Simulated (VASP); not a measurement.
Here is a VASP 6.6.1 calculation.

The input INCAR:

```
SYSTEM = C
  ALGO = Normal
  DIPOL = 0.5 0.5 0.359
  EDIFF = 1E-6
  ENCUT = 520
  GGA = PE
  IDIPOL = 3
  ISIF = 2
  ISMEAR = 0
  IVDW = 12
  LASPH = .TRUE.
  LCHARG = .FALSE.
  LDIPOL = .TRUE.
  LREAL = .FALSE.
  LWAVE = .FALSE.
  NBANDS = 16
  NELM = 60
  PREC = Accurate
  SIGMA = 0.1
```

Contents of KPOINTS:

```
k-points
0
G
  15 15 1
  0 0 0
```

File POSCAR:

```
C
1.0
    2.4657189577      0.0000000000      0.0000000000
   -1.2328594788      2.1353752560      0.0000000000
    0.0000000000      0.0000000000     17.5000000000
C
4
Direct
    0.3333333333      0.6666666667      0.2571406130
    0.6666666667      0.3333333333      0.2571422353
    0.6666666667      1.3333333333      0.4612654827
    0.3333333333      1.6666666667      0.4612653905
```

Potentials or basis: VASP PAW PBE potentials, release 64 (C).

The run is started by

```bash
$ cat potpaw_PBE.64/C/POTCAR > POTCAR
$ mpirun -np 1 vasp_std > vasp.out
```

Problem. Estimate the dispersion energy per atom.

Solution. -0.115 eV.

Caveat: the cell differs from its parent crystal (layers slid over each other, then relaxed in part).
